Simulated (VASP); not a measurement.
# Ti (R-3m) in VASP: single point with r2SCAN

Aim: the single point of Ti with r2SCAN.

Program: VASP 6.6.1. These are calculated values, not measurements. Logs are shortened: lines on timing, memory, paths and dates and some standing lists are left out, and cuts for length are marked.

### 1 The cell of the first run

The typed cell holds 3 atoms: a = 2.905 Å, b = 2.905 Å, c = 7.124 Å, α = 90.00°, β = 90.00°, γ = 120.00°.

This isn't the form of Ti at room conditions, which is hcp.

### 2 Single point, r2SCAN

File POSCAR:

```
Ti
1.0
    2.9054408658      0.0000000000      0.0000000000
   -1.4527204329      2.5161855990      0.0000000000
    0.0000000000      0.0000000000      7.1236463788
Ti
3
Direct
    0.0000000000      0.0000000000      0.0000000000
    0.3333333333      0.6666666667      0.3333333333
    0.6666666667      0.3333333333      0.6666666667
```

File INCAR.step1:

```
PREC = Accurate
ENCUT = 520
ISMEAR = 0
SIGMA = 0.1
LREAL = False
LASPH = True
NELM = 80
NBANDS = 25
GGA = PE
ALGO = Normal
EDIFF = 1E-4
LWAVE = True
LCHARG = False
```

File INCAR.step2:

```
PREC = Accurate
ENCUT = 520
EDIFF = 1E-6
ISMEAR = 0
SIGMA = 0.1
LREAL = False
LASPH = True
NELM = 80
ALGO = Normal
ISIF = 2
LWAVE = False
LCHARG = True
METAGGA = R2SCAN
LMIXTAU = True
LELF = True
LVHAR = True
NBANDS = 25
ISTART = 1
```

File KPOINTS:

```
regular mesh
0
Gamma
  18 18 7
```

Potentials or basis: VASP PAW PBE potentials, release 64 (Ti_sv).

Run with:

```
$ cat potpaw_PBE.64/Ti_sv/POTCAR > POTCAR
$ cp INCAR.step1 INCAR
$ mpirun -np 1 vasp_std > vasp.out
$ cp INCAR.step2 INCAR
$ mpirun -np 1 vasp_std > vasp.out
```

OUTCAR:

```text
PREC = Accurate
   ENCUT = 520
   EDIFF = 1E-6
   ISMEAR = 0
   LREAL = False
   LASPH = True
   NELM = 80
   ISIF = 2
   METAGGA = R2SCAN
   ISTART = 1

 ion  position               nearest neighbor table
   1  0.000  0.000  0.000-   2 2.91   3 2.91   3 2.91   2 2.91   3 2.91   2 2.91
   2  0.333  0.667  0.333-   1 2.91   1 2.91   1 2.91   3 2.91   3 2.91   3 2.91
   3  0.667  0.333  0.667-   1 2.91   1 2.91   1 2.91   2 2.91   2 2.91   2 2.91

  LATTYP: Found a hexagonal cell.
 ALAT       =     2.9054408658
 C/A-ratio  =     2.4518297593

  Lattice vectors:

 A1 = (   2.9054408658,   0.0000000000,   0.0000000000)
 A2 = (  -1.4527204329,   2.5161855990,   0.0000000000)
 A3 = (   0.0000000000,   0.0000000000,   7.1236463788)

Analysis of symmetry for initial positions (statically):
=====================================================================
 Subroutine PRICEL returns following result:

  LATTYP: Found a trigonal (rhomboedric) cell.
 ALAT       =     2.9072915534
 COS(alpha) =     0.5006363650

  Lattice vectors:

 A1 = (   1.4527204328,  -0.8387285329,   2.3745487927)
 A2 = (  -0.0000000001,   1.6774570661,   2.3745487927)
 A3 = (  -1.4527204326,  -0.8387285332,   2.3745487934)

   3 primitive cells build up your supercell.

 Routine SETGRP: Setting up the symmetry group for a
 hexagonal supercell.

 Subroutine GETGRP returns: Found 12 space group operations
 (whereof 12 operations were pure point group operations)
 out of a pool of 24 trial point group operations.

The static configuration has the point symmetry D_3d.

Analysis of symmetry for dynamics (positions and initial velocities):
=====================================================================
 Subroutine PRICEL returns following result:

  LATTYP: Found a trigonal (rhomboedric) cell.
 ALAT       =     2.9072915534
 COS(alpha) =     0.5006363650

  Lattice vectors:

 A1 = (   1.4527204328,  -0.8387285329,   2.3745487927)
 A2 = (  -0.0000000001,   1.6774570661,   2.3745487927)
 A3 = (  -1.4527204326,  -0.8387285332,   2.3745487934)

   3 primitive cells build up your supercell.

 Routine SETGRP: Setting up the symmetry group for a
 hexagonal supercell.

 Subroutine GETGRP returns: Found 12 space group operations
 (whereof 12 operations were pure point group operations)
 out of a pool of 24 trial point group operations.

The dynamic configuration has the point symmetry D_3d.

 Subroutine INISYM returns: Found 12 space group operations
 (whereof 12 operations are pure point group operations),
 and found     3 'primitive' translations

----------------------------------------------------------------------------------------

                                     Primitive cell

  volume of cell :      17.3594

  direct lattice vectors                    reciprocal lattice vectors
     1.452720433 -0.838728533  2.374548793     0.344181846 -0.198713481  0.140377546
    -0.000000000  1.677457066  2.374548793    -0.000000000  0.397426963  0.140377546
    -1.452720433 -0.838728533  2.374548793    -0.344181846 -0.198713481  0.140377546

  length of vectors
     2.907291553  2.907291554  2.907291554     0.421490268  0.421490268  0.421490268

  position of ions in fractional coordinates (direct lattice)
     0.000000000  0.000000000  0.000000000

  ion indices of the primitive-cell ions
   primitive index   ion index
                 1           1

----------------------------------------------------------------------------------------

 KPOINTS: regular mesh

Automatic generation of k-mesh.
 Grid dimensions read from file:
 generate k-points for:   18   18    7

 Generating k-lattice:

  Cartesian coordinates                     Fractional coordinates (reciprocal lattice)
     0.019121214  0.011039638  0.000000000     0.055555556  0.000000000  0.000000000
     0.000000000  0.022079276  0.000000000     0.000000000  0.055555556  0.000000000
     0.000000000  0.000000000  0.020053935     0.000000000  0.000000000  0.142857143

  Length of vectors
     0.022079276  0.022079276  0.020053935

  Shift w.r.t. Gamma in fractional coordinates (k-lattice)
     0.000000000  0.000000000  0.000000000

 Subroutine IBZKPT returns following result:
 ===========================================

 Found    229 irreducible k-points:

 Following reciprocal coordinates:
            Coordinates               Weight
  0.000000  0.000000  0.000000      1.000000
  0.055556 -0.000000  0.000000      6.000000
  0.111111 -0.000000  0.000000      6.000000
  0.166667  0.000000  0.000000      6.000000
  0.222222 -0.000000  0.000000      6.000000
  0.277778 -0.000000  0.000000      6.000000
[... 16 lines left out ...]
  0.333333  0.111111  0.000000     12.000000
  0.388889  0.111111  0.000000     12.000000
 [... further k-points ...]
   k-points           NKPTS =    229   k-points in BZ     NKDIM =    229   number of bands    NBANDS=     25
   number of dos      NEDOS =    301   number of ions     NIONS =      3
   total plane-waves  NPLWV =  31104
   dimension x,y,z NGX =    24 NGY =   24 NGZ =   54
   dimension x,y,z NGXF=    48 NGYF=   48 NGZF=  108
   ions per type =               3
   NGX,Y,Z   is equivalent  to a cutoff of  13.73, 13.73, 12.60 a.u.
   NGXF,Y,Z  is equivalent  to a cutoff of  27.47, 27.47, 25.20 a.u.
 SYSTEM =  unknown system
   PREC   = accura    normal or accurate (medium, high low for compatibility)
   ISTART =      1    job   : 0-new  1-cont  2-samecut
   ICHARG =      0    charge: 1-file 2-atom 10-const
   ISPIN  =      1    spin polarized calculation?
   LNONCOLLINEAR =      F non collinear calculations
   LSORBIT =      F    spin-orbit coupling
   LASPH  =      T    aspherical Exc in radial PAW
   ENCUT  =  520.0 eV  38.22 Ry    6.18 a.u.   5.40  5.40 13.25*2*pi/ulx,y,z
   NELM   =     80;   NELMIN=  2; NELMDL=  0     # of ELM steps
   EDIFF  = 0.1E-05   stopping-criterion for ELM
   LREAL  =      F    real-space projection
   EDIFFG = 0.1E-04   stopping-criterion for IOM
   NSW    =      0    number of steps for IOM
   IBRION =     -1    ionic relax: 0-MD 1-quasi-New 2-CG
   NFREE  =      0    steps in history (QN), initial steepest desc. (CG)
   ISIF   =      2    stress and relaxation
   ISYM   =      2    0-nonsym 1-usesym 2-fastsym
   POTIM  = 0.5000    time-step for ionic-motion
   TEBEG  =    0.0;   TEEND  =   0.0 temperature during run
   PSTRESS=    0.0 pullay stress
   NELECT =      36.0000    total number of electrons
   NUPDOWN=      -1.0000    fix difference up-down
   EMIN   =  10.00;   EMAX   =-10.00  energy-range for DOS
   EFERMI =   0.00;   METHOD = LEGACY
   ISMEAR =     0;   SIGMA  =   0.10  broadening in eV -4-tet -1-fermi 0-gaus
   EFERMI_NEDOS =   21; number of points for ismear=-14 and -15
   IALGO  =     38    algorithm
   IMIX   =      4    mixing-type and parameters
     AMIX     =   0.40;   BMIX     =  1.00
     AMIX_MAG =   1.60;   BMIX_MAG =  1.00
  volume/ion in A,a.u.               =      17.36       117.15
  Fermi-wavevector in a.u.,A,eV,Ry     =   1.447516  2.735408 28.508314  2.095302
  Thomas-Fermi vector in A             =   2.565462
   LORBIT       =      0    0 simple, 1 ext, 2 COOP (PROOUT), +10 PAW based schemes
   METAGGA = R2SCAN    functional components
   LHFCALC =     F    Hartree Fock is set to
   AEXX    =    0.0000 exact exchange contribution
   IVDW    =     0    specifies the selected vdW correction
   LEPSILON=     F    determine dielectric tensor
   LRPA    =     F    only Hartree local field effects (RPA)
 non-spin polarized calculation
 Gauss-broadening in eV      SIGMA  =   0.10
  energy-cutoff  :      520.00
  volume of cell :       52.08
 maximum number of plane-waves:      1442
 NGX is ok and might be reduce to    24
   NGX = 11   NGY = 11   NGZ = 27

 number of electron      35.9999988 magnetization

 Free energy of the ion-electron system (eV)
  ---------------------------------------------------
  ext. energy  EPLUGINS =         0.00000000
  ---------------------------------------------------
  free energy    TOTEN  =       -38.65044840 eV

  energy without entropy =      -38.62697771  energy(sigma->0) =      -38.63871306

 E-fermi :   8.2346     XC(G=0): -12.4151

 val. band max:        8.2315042720   @ k =   0.1111  -0.0000   0.2857
 cond. band min:       8.2373039455   @ k =   0.0000   0.3889   0.2857
 fundamental gap:      0.0057996734
 Fermi energy:         8.2345821463

 k-point     1 :       0.0000    0.0000    0.0000
  band No.  band energies     occupation
      1     -50.8102      2.00000
      2     -50.7143      2.00000
      3     -50.7143      2.00000
      4     -26.1413      2.00000
      5     -26.1413      2.00000
      6     -25.6784      2.00000
[... 17 lines left out ...]
     24       9.3870      0.00000
     25      11.0430      0.00000

 k-point     2 :       0.0556   -0.0000    0.0000
  band No.  band energies     occupation
      1     -50.8069      2.00000
      2     -50.7123      2.00000
      3     -50.7122      2.00000
      4     -26.1386      2.00000
      5     -26.1382      2.00000
      6     -25.7014      2.00000
[... 17 lines left out ...]
     24       9.4560      0.00000
     25      10.9992      0.00000

 k-point     3 :       0.1111   -0.0000    0.0000
  band No.  band energies     occupation
      1     -50.7970      2.00000
      2     -50.7063      2.00000
      3     -50.7059      2.00000
      4     -26.1326      2.00000
      5     -26.1292      2.00000
      6     -25.7489      2.00000
[... 17 lines left out ...]
     24       9.6482      0.00000
     25      10.8750      0.00000

 k-point     4 :       0.1667    0.0000    0.0000
  band No.  band energies     occupation
      1     -50.7815      2.00000
      2     -50.6975      2.00000
      3     -50.6961      2.00000
      4     -26.1277      2.00000
      5     -26.1167      2.00000
      6     -25.8126      2.00000
[... 17 lines left out ...]
     24       9.9550      0.00000
     25      10.7216      0.00000
[... 477 lines left out ...]
 k-point    22 :       0.2778    0.1111    0.0000
  band No.  band energies     occupation
      1     -50.7128      2.00000
      2     -50.6652      2.00000
      3     -50.6574      2.00000
      4     -26.1755      2.00000
      5     -26.1609      2.00000
      6     -26.0652      2.00000
[... 17 lines left out ...]
     24      10.7648      0.00000
     25      11.4069      0.00000

 k-point    23 :       0.3333    0.1111    0.0000
  band No.  band energies     occupation
      1     -50.6938      2.00000
      2     -50.6611      2.00000
      3     -50.6481      2.00000
      4     -26.2078      2.00000
      5     -26.1967      2.00000
      6     -26.1387      2.00000
[... 17 lines left out ...]
     24      11.1553      0.00000
     25      11.6155      0.00000

 k-point    24 :       0.3889    0.1111    0.0000
  band No.  band energies     occupation
      1     -50.6783      2.00000
      2     -50.6616      2.00000
      3     -50.6420      2.00000
      4     -26.2313      2.00000
      5     -26.2189      2.00000
      6     -26.1912      2.00000
[... 17 lines left out ...]
     24      11.5511      0.00000
     25      11.7686      0.00000

 [... further k-points ...]
[... 5 lines left out ...]
  --------------------------------------------------------------------------------------
  -------------------------------------------------------------------------------------
  Total        0.1276109      0.1276109      0.1339041      0.0000000      0.0000000     -0.0000000
  in kB        3.9259190      3.9259190      4.1195287      0.0000000      0.0000000     -0.0000000
  external PRESSURE =       3.9904556 kB  Pullay stress =       0.0000000 kB

 VOLUME and BASIS-vectors are now :
 -----------------------------------------------------------------------------
  energy-cutoff  :      520.00
  volume of cell :       52.08
      direct lattice vectors                 reciprocal lattice vectors
     2.905440866  0.000000000  0.000000000     0.344181846  0.198713481  0.000000000
    -1.452720433  2.516185599  0.000000000     0.000000000  0.397426963  0.000000000
     0.000000000  0.000000000  7.123646379     0.000000000  0.000000000  0.140377546

 POSITION                                       TOTAL-FORCE (eV/Angst)
 -----------------------------------------------------------------------------------
      0.00000      0.00000      0.00000        -0.000000     -0.000000      0.000000
     -0.00000      1.67746      2.37455         0.000000     -0.000000      0.000000
      1.45272      0.83873      4.74910        -0.000000      0.000000     -0.000000
 -----------------------------------------------------------------------------------
    total drift:                               -0.000000      0.000000     -0.000000

  FREE ENERGIE OF THE ION-ELECTRON SYSTEM (eV)
  ---------------------------------------------------
  free  energy   TOTEN  =       -38.6504484014 eV

  energy  without entropy=      -38.6269777100  energy(sigma->0) =      -38.63871306
```

It took 19 min on 1 thread of Intel Xeon Platinum 8488C (Sapphire Rapids), shared host; peak memory 0.34 GiB.

Results:

```
Free energy            : -38.6504 eV
Pressure               : 0.4 GPa
Band gap on the k mesh : zero (bands 18 and 19 overlap by 1.46 eV)
```

Caveat: the PAW data sets were made with another functional, which shifts forces and pressure a little.
